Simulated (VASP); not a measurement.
# ZnSe: relaxation of cell and atoms with LDA

ZnSe:

```xyz
2
Lattice="0.0000 2.7838 2.7838 2.7838 0.0000 2.7838 2.7838 2.7838 0.0000" Properties=species:S:1:pos:R:3 pbc="T T T"
Zn    0.0000    0.0000    0.0000
Se    4.1757    4.1757    4.1757
```

- Program: VASP 6.6.1
- Task: relaxation of cell and atoms
- Functional: LDA
- Potentials or basis: VASP PAW LDA potentials, release 64 (Zn, Se)
- Cutoff: 600 eV
- k mesh: 8 × 8 × 8
- Occupations: gaussian, width 0.01 eV
- Spin: no spin polarisation
- Target pressure: 2 GPa
- Dipole correction: no
- Further INCAR settings: ALGO = Normal; EDIFF = 1e-07; IBRION = 2; EDIFFG = -0.001; NSW = 80; ISIF = 3

```yaml
Relaxed_volume: 21.11 Å³/atom
Relaxed_cell: a = 3.909 Å, b = 3.909 Å, c = 3.909 Å, α = 60.00°, β = 60.00°, γ = 60.00°
Space_group_after_relaxing_to_0.05_Å: F-43m (No. 216)
Energy_change_on_relaxing_the_enthalpy_is_what_falls: +3.3 meV/atom
Ionic_steps: 5
Pressure_after_relaxing: 2.0 GPa
Band_gap_on_the_k_mesh: 1.38 eV, direct
```

The path:
```csv
step,energy change (eV),largest force (eV/Å),pressure (GPa),volume (Å³)
1,0.0000,0.0000,0.33,43.14
2,0.0138,0.0000,2.91,41.76
3,0.0066,0.0000,1.99,42.22
4,0.0069,0.0000,2.02,42.21
5,0.0066,0.0000,2.00,42.22
```

Final structure:
```
Zn Se
1.0
     0.00000    2.76381    2.76381
     2.76381    0.00000    2.76381
     2.76381    2.76381    0.00000
Zn Se
1 1
Cartesian
  2.7638 2.7638 5.5276
  4.1457 4.1457 4.1457
```

Levels at points of the mesh, in eV from the valence-band top:
```csv
k point,band 7,band 8,band 9,band 10,band 11,band 12
"(0.00, 0.00, 0.00)",0.00,0.00,0.00,1.38,5.67,5.67
"(0.50, 0.00, 0.00)",-5.79,-0.99,-0.99,2.50,6.27,6.27
"(0.50, 0.50, 0.00)",-5.16,-2.49,-2.49,2.63,3.30,11.10
```

It took 83 s on 1 thread of AMD EPYC 7R13 (shared host), peak memory 0.14 GiB.

Caveat: the cell is relaxed towards a set pressure, so the enthalpy falls and the energy may rise. LDA usually gives volumes a few per cent too small.
